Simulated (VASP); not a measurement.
# BN (F-43m) in VASP: a series of runs

BN is run at these levels: LDA; tasks: single point.

Everything below comes from runs of VASP 6.6.1. Logs are shortened: lines on timing, memory, paths and dates and some standing lists are left out, and cuts for length are marked.

### Step 1. The cell of the first run

The structure is cubic, space group F-43m (No. 216). Conventional cell: a = 3.456 Å, b = 3.456 Å, c = 3.456 Å, α = 90.00°, β = 90.00°, γ = 90.00°. B (site symmetry -43m) has 4 N at 1.50 Å within 2.0 Å. Within 2.0 Å of N (site symmetry -43m) lie 4 B at 1.50 Å.

### Step 2. Single point, LDA

INCAR reads:

```
SYSTEM = BN
  ALGO = Normal
  EDIFF = 1E-6
  ENCUT = 600
  GGA = CA
  GGA_COMPAT = .FALSE.
  ISIF = 2
  ISMEAR = 0
  LASPH = .TRUE.
  LCHARG = .FALSE.
  LREAL = .FALSE.
  LWAVE = .FALSE.
  NBANDS = 11
  NELM = 120
  PREC = Accurate
  SIGMA = 0.01
```

KPOINTS reads:

```
k-points
0
G
  12 12 12
  0 0 0
```

POSCAR reads:

```
BN
1.0
    0.0000000000      1.7279700000      1.7279700000
    1.7279700000      0.0000000000      1.7279700000
    1.7279700000      1.7279700000      0.0000000000
B N
1 1
Direct
    0.0000000000      0.0000000000      0.0000000000
    0.2500000000      0.2500000000      0.2500000000
```

Potentials or basis: VASP PAW LDA potentials, release 64 (B, N).

Run with:

```console
> cat potpaw_LDA.64/B/POTCAR potpaw_LDA.64/N/POTCAR > POTCAR
> mpirun -np 1 vasp_std > vasp.out
```

OUTCAR:

```text
SYSTEM = BN
   EDIFF = 1E-6
   ENCUT = 600
   GGA = CA
   ISIF = 2
   ISMEAR = 0
   LASPH = .TRUE.
   LREAL = .FALSE.
   NELM = 120
   PREC = Accurate

 ion  position               nearest neighbor table
   1  0.000  0.000  0.000-   2 1.50   2 1.50   2 1.50   2 1.50
   2  0.250  0.250  0.250-   1 1.50   1 1.50   1 1.50   1 1.50

  LATTYP: Found a face centered cubic cell.
 ALAT       =     3.4559400000

  Lattice vectors:

 A1 = (   0.0000000000,   1.7279700000,   1.7279700000)
 A2 = (   1.7279700000,   0.0000000000,   1.7279700000)
 A3 = (   1.7279700000,   1.7279700000,   0.0000000000)

Analysis of symmetry for initial positions (statically):
=====================================================================
 Subroutine PRICEL returns:
 Original cell was already a primitive cell.

 Routine SETGRP: Setting up the symmetry group for a
 face centered cubic supercell.

 Subroutine GETGRP returns: Found 24 space group operations
 (whereof 24 operations were pure point group operations)
 out of a pool of 48 trial point group operations.

The static configuration has the point symmetry T_d .

Analysis of symmetry for dynamics (positions and initial velocities):
=====================================================================
 Subroutine PRICEL returns:
 Original cell was already a primitive cell.

 Routine SETGRP: Setting up the symmetry group for a
 face centered cubic supercell.

 Subroutine GETGRP returns: Found 24 space group operations
 (whereof 24 operations were pure point group operations)
 out of a pool of 48 trial point group operations.

The dynamic configuration has the point symmetry T_d .

 Subroutine INISYM returns: Found 24 space group operations
 (whereof 24 operations are pure point group operations),
 and found     1 'primitive' translations

----------------------------------------------------------------------------------------

                                     Primitive cell

  volume of cell :      10.3190

  direct lattice vectors                    reciprocal lattice vectors
     0.000000000  1.727970000  1.727970000    -0.289356875  0.289356875  0.289356875
     1.727970000  0.000000000  1.727970000     0.289356875 -0.289356875  0.289356875
     1.727970000  1.727970000  0.000000000     0.289356875  0.289356875 -0.289356875

  length of vectors
     2.443718609  2.443718609  2.443718609     0.501180810  0.501180810  0.501180810

  position of ions in fractional coordinates (direct lattice)
     0.000000000  0.000000000  0.000000000
     0.250000000  0.250000000  0.250000000

  ion indices of the primitive-cell ions
   primitive index   ion index
                 1           1
                 2           2

----------------------------------------------------------------------------------------

 KPOINTS: k-points

Automatic generation of k-mesh.
 Grid dimensions read from file:
 generate k-points for:   12   12   12

 Generating k-lattice:

  Cartesian coordinates                     Fractional coordinates (reciprocal lattice)
    -0.024113073  0.024113073  0.024113073     0.083333333  0.000000000  0.000000000
     0.024113073 -0.024113073  0.024113073     0.000000000  0.083333333  0.000000000
     0.024113073  0.024113073 -0.024113073     0.000000000  0.000000000  0.083333333

  Length of vectors
     0.041765067  0.041765067  0.041765067

  Shift w.r.t. Gamma in fractional coordinates (k-lattice)
     0.000000000  0.000000000  0.000000000

 Subroutine IBZKPT returns following result:
 ===========================================

 Found     72 irreducible k-points:

 Following reciprocal coordinates:
            Coordinates               Weight
  0.000000  0.000000  0.000000      1.000000
  0.083333  0.000000  0.000000      8.000000
  0.166667  0.000000  0.000000      8.000000
  0.250000  0.000000  0.000000      8.000000
  0.333333  0.000000  0.000000      8.000000
  0.416667  0.000000  0.000000      8.000000
[... 16 lines left out ...]
  0.500000  0.166667  0.000000     24.000000
 -0.416667  0.166667  0.000000     24.000000
 [... further k-points ...]
   k-points           NKPTS =     72   k-points in BZ     NKDIM =     72   number of bands    NBANDS=     11
   number of dos      NEDOS =    301   number of ions     NIONS =      2
   total plane-waves  NPLWV =   8000
   dimension x,y,z NGX =    20 NGY =   20 NGZ =   20
   dimension x,y,z NGXF=    40 NGYF=   40 NGZF=   40
   ions per type =               1   1
   NGX,Y,Z   is equivalent  to a cutoff of  13.61, 13.61, 13.61 a.u.
   NGXF,Y,Z  is equivalent  to a cutoff of  27.21, 27.21, 27.21 a.u.
 SYSTEM =  BN
   PREC   = accura    normal or accurate (medium, high low for compatibility)
   ISTART =      0    job   : 0-new  1-cont  2-samecut
   ICHARG =      2    charge: 1-file 2-atom 10-const
   ISPIN  =      1    spin polarized calculation?
   LNONCOLLINEAR =      F non collinear calculations
   LSORBIT =      F    spin-orbit coupling
   LASPH  =      T    aspherical Exc in radial PAW
   ENCUT  =  600.0 eV  44.10 Ry    6.64 a.u.   4.88  4.88  4.88*2*pi/ulx,y,z
   NELM   =    120;   NELMIN=  2; NELMDL= -5     # of ELM steps
   EDIFF  = 0.1E-05   stopping-criterion for ELM
   LREAL  =      F    real-space projection
   EDIFFG = 0.1E-04   stopping-criterion for IOM
   NSW    =      0    number of steps for IOM
   IBRION =     -1    ionic relax: 0-MD 1-quasi-New 2-CG
   NFREE  =      0    steps in history (QN), initial steepest desc. (CG)
   ISIF   =      2    stress and relaxation
   ISYM   =      2    0-nonsym 1-usesym 2-fastsym
   POTIM  = 0.5000    time-step for ionic-motion
   TEBEG  =    0.0;   TEEND  =   0.0 temperature during run
   PSTRESS=    0.0 pullay stress
   NELECT =       8.0000    total number of electrons
   NUPDOWN=      -1.0000    fix difference up-down
   EMIN   =  10.00;   EMAX   =-10.00  energy-range for DOS
   EFERMI =   0.00;   METHOD = LEGACY
   ISMEAR =     0;   SIGMA  =   0.01  broadening in eV -4-tet -1-fermi 0-gaus
   EFERMI_NEDOS =   21; number of points for ismear=-14 and -15
   IALGO  =     38    algorithm
   IMIX   =      4    mixing-type and parameters
     AMIX     =   0.40;   BMIX     =  1.00
     AMIX_MAG =   1.60;   BMIX_MAG =  1.00
  volume/ion in A,a.u.               =       5.16        34.82
  Fermi-wavevector in a.u.,A,eV,Ry     =   1.503922  2.842000 30.773402  2.261781
  Thomas-Fermi vector in A             =   2.614969
   LORBIT       =      0    0 simple, 1 ext, 2 COOP (PROOUT), +10 PAW based schemes
   GGA     = CA    functional components
   LHFCALC =     F    Hartree Fock is set to
   AEXX    =    0.0000 exact exchange contribution
   IVDW    =     0    specifies the selected vdW correction
   LEPSILON=     F    determine dielectric tensor
   LRPA    =     F    only Hartree local field effects (RPA)
 non-spin polarized calculation
 Gauss-broadening in eV      SIGMA  =   0.01
  energy-cutoff  :      600.00
  volume of cell :       10.32
 maximum number of plane-waves:       360
   NGX =  9   NGY =  9   NGZ =  9

 number of electron       8.0000001 magnetization

 Free energy of the ion-electron system (eV)
  ---------------------------------------------------
  ext. energy  EPLUGINS =         0.00000000
  ---------------------------------------------------
  free energy    TOTEN  =       -19.23367934 eV

  energy without entropy =      -19.23367934  energy(sigma->0) =      -19.23367934

 E-fermi :   9.2707     XC(G=0): -13.7663

 val. band max:        9.1732654108   @ k =   0.0000   0.0000   0.0000
 cond. band min:      13.6665947303   @ k =   0.5000   0.5000   0.0000
 fundamental gap:      4.4933293195
 Fermi energy:         9.2707018231

 k-point     1 :       0.0000    0.0000    0.0000
  band No.  band energies     occupation
      1     -12.5077      2.00000
      2       9.1733      2.00000
      3       9.1733      2.00000
      4       9.1733      2.00000
      5      18.4948      0.00000
      6      18.4948      0.00000
      7      18.4948      0.00000
      8      21.8929      0.00000
      9      36.2942      0.00000
     10      38.6786      0.00000
     11      38.6786      0.00000

 k-point     2 :       0.0833    0.0000    0.0000
  band No.  band energies     occupation
      1     -12.3198      2.00000
      2       8.1768      2.00000
      3       8.9615      2.00000
      4       8.9615      2.00000
      5      18.8138      0.00000
      6      18.8138      0.00000
      7      18.8880      0.00000
      8      22.3550      0.00000
      9      35.6166      0.00000
     10      36.0892      0.00000
     11      36.0892      0.00000

 k-point     3 :       0.1667    0.0000    0.0000
  band No.  band energies     occupation
      1     -11.7612      2.00000
      2       5.8759      2.00000
      3       8.4520      2.00000
      4       8.4520      2.00000
      5      19.5424      0.00000
      6      19.5424      0.00000
      7      19.5807      0.00000
      8      23.4574      0.00000
      9      34.3691      0.00000
     10      34.3691      0.00000
     11      34.5943      0.00000

 k-point     4 :       0.2500    0.0000    0.0000
  band No.  band energies     occupation
      1     -10.8513      2.00000
      2       3.1564      2.00000
      3       7.8711      2.00000
      4       7.8711      2.00000
      5      20.2049      0.00000
      6      20.2049      0.00000
      7      20.2206      0.00000
      8      24.5171      0.00000
      9      33.9727      0.00000
     10      33.9727      0.00000
     11      34.0370      0.00000
[... 239 lines left out ...]
 k-point    22 :       0.4167    0.1667    0.0000
  band No.  band energies     occupation
      1      -8.6036      2.00000
      2       0.1378      2.00000
      3       5.7151      2.00000
      4       5.7632      2.00000
      5      18.2160      0.00000
      6      22.9899      0.00000
      7      23.0716      0.00000
      8      24.4344      0.00000
      9      31.0437      0.00000
     10      37.8598      0.00000
     11      39.5341      0.00000

 k-point    23 :       0.5000    0.1667    0.0000
  band No.  band energies     occupation
      1      -7.4008      2.00000
      2      -1.7181      2.00000
      3       5.0491      2.00000
      4       5.8542      2.00000
      5      18.5293      0.00000
      6      22.7502      0.00000
      7      23.1933      0.00000
      8      25.7912      0.00000
      9      31.4038      0.00000
     10      38.1288      0.00000
     11      38.7114      0.00000

 k-point    24 :      -0.4167    0.1667    0.0000
  band No.  band energies     occupation
      1      -7.1512      2.00000
      2      -2.0628      2.00000
      3       4.5849      2.00000
      4       6.2208      2.00000
      5      18.9935      0.00000
      6      22.2953      0.00000
      7      23.1299      0.00000
      8      26.5117      0.00000
      9      31.7080      0.00000
     10      36.1012      0.00000
     11      38.4313      0.00000

 [... further k-points ...]

------------------------ aborting loop because EDIFF is reached ----------------------------------------

  FORCE on cell =-STRESS in cart. coord.  units (eV):
  Direction    XX          YY          ZZ          XY          YZ          ZX
  --------------------------------------------------------------------------------------
  -------------------------------------------------------------------------------------
  Total        3.4113314      3.4113314      3.4113314      0.0000000      0.0000000      0.0000000
  in kB      529.6584423    529.6584423    529.6584423      0.0000000      0.0000000      0.0000000
  external PRESSURE =     529.6584423 kB  Pullay stress =       0.0000000 kB

 VOLUME and BASIS-vectors are now :
 -----------------------------------------------------------------------------
  energy-cutoff  :      600.00
  volume of cell :       10.32
      direct lattice vectors                 reciprocal lattice vectors
     0.000000000  1.727970000  1.727970000    -0.289356875  0.289356875  0.289356875
     1.727970000  0.000000000  1.727970000     0.289356875 -0.289356875  0.289356875
     1.727970000  1.727970000  0.000000000     0.289356875  0.289356875 -0.289356875

 POSITION                                       TOTAL-FORCE (eV/Angst)
 -----------------------------------------------------------------------------------
      0.00000      0.00000      0.00000        -0.000000     -0.000000     -0.000000
      0.86399      0.86399      0.86399         0.000000      0.000000      0.000000
 -----------------------------------------------------------------------------------
    total drift:                               -0.000000     -0.000000      0.000000

  FREE ENERGIE OF THE ION-ELECTRON SYSTEM (eV)
  ---------------------------------------------------
  free  energy   TOTEN  =       -19.2336793441 eV

  energy  without entropy=      -19.2336793441  energy(sigma->0) =      -19.23367934
```

Run time: 6.3 s. Hardware: 1 thread of Intel Xeon Platinum 8259CL at 2.50GHz (Skylake/Cascade Lake), shared host; peak memory 0.12 GiB.

Results:

- Free energy: -19.2337 eV
- Pressure: 53.0 GPa
- Band gap on the k mesh: 4.49 eV (least direct gap 9.32 eV)

Caveat: the cell stands under pressure.

### Step 3. Single point, LDA

This run uses another cell than the first one, of 5.83 Å³/atom.

INCAR reads:

```
SYSTEM = BN
ALGO = Normal ; EDIFF = 1E-6
ENCUT = 600 ; GGA = CA
GGA_COMPAT = .False. ; ISIF = 2
ISMEAR = 0 ; LASPH = .True.
LCHARG = .False. ; LREAL = .False.
LWAVE = .False. ; NBANDS = 11
NELM = 120 ; PREC = Accurate
SIGMA = 0.01
```

KPOINTS reads:

```
k-points
0
Gamma
  12 12 12
  0 0 0
```

POSCAR reads:

```
BN
1.0
    0.0000000000      1.7996700000      1.7996700000
    1.7996700000      0.0000000000      1.7996700000
    1.7996700000      1.7996700000      0.0000000000
B N
1 1
Direct
    0.0000000000      0.0000000000      0.0000000000
    0.2500000000      0.2500000000      0.2500000000
```

Potentials or basis: VASP PAW LDA potentials, release 64 (B, N).

Run with:

```console
> cat potpaw_LDA.64/B/POTCAR potpaw_LDA.64/N/POTCAR > POTCAR
> mpirun -np 1 vasp_std > vasp.out
```

It took 6.4 s on 1 thread of Intel Xeon Platinum 8259CL at 2.50GHz (Skylake/Cascade Lake), shared host; peak memory 0.12 GiB.

Results (log left out):

```
Free energy            : -19.4140 eV
Pressure               : -5.4 GPa
Band gap on the k mesh : 4.36 eV (least direct gap 8.75 eV)
```

Levels at points of the mesh, in eV from the valence-band top:
```tsv
k point	band 2	band 3	band 4	band 5	band 6	band 7
(0.00, 0.00, 0.00)	0.00	0.00	0.00	8.75	8.75	8.75
(0.50, 0.00, 0.00)	-10.83	-1.97	-1.97	10.38	10.64	10.64
(0.50, 0.50, 0.00)	-8.97	-4.99	-4.99	4.36	9.22	17.90
```

Caveat: the cell stands under tension.

(Part 1 of 2 ends here.)
